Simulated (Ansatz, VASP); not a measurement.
Two plane-wave programs on PbF2

```
Pb F
1.0
     7.45401    0.00000    0.00000
    -3.72700    6.45536    0.00000
     0.00000    0.00000    3.87470
Pb F
3 6
Direct
  0.40829 0.00000 0.33333
  0.00000 0.40829 0.66667
  0.59171 0.59171 0.00000
  0.23311 0.43390 0.17690
  0.56610 0.79922 0.51023
  0.20078 0.76689 0.84356
  0.43390 0.23311 0.82310
  0.79922 0.56610 0.48977
  0.76689 0.20078 0.15644
```

Alike in both runs: functional PBE; k mesh 6 × 6 × 6; occupations gaussian, width 0.02 eV; no spin polarisation.

Ansatz relaxed the structure, and its values are those at the end. VASP's run is a single point on that final structure, the one shown.

|  | VASP | Ansatz |
| --- | --- | --- |
| version | VASP 6.6.1 | Ansatz 0.2.0 |
| potentials or method | VASP PAW PBE potentials, release 64 (Pb_d, F), cutoff 520 eV | scalar-relativistic, plane waves, PAW |
| valence electrons in the cell | 84 | 84 |

Ansatz gave:

```
gap on the k mesh at the Fermi level (eV) : 3.81
least direct gap on the mesh (eV)         : 4.34
pressure (GPa)                            : 0.0
rms of the force components (eV/Å)        : 0.001
```

Q: Which values does VASP return?

A: gap on the k mesh at the Fermi level (eV): 3.81; least direct gap on the mesh (eV): 4.34; pressure (GPa): -0.2; rms of the force components (eV/Å): 0.006.

Neither program's run includes spin-orbit coupling.
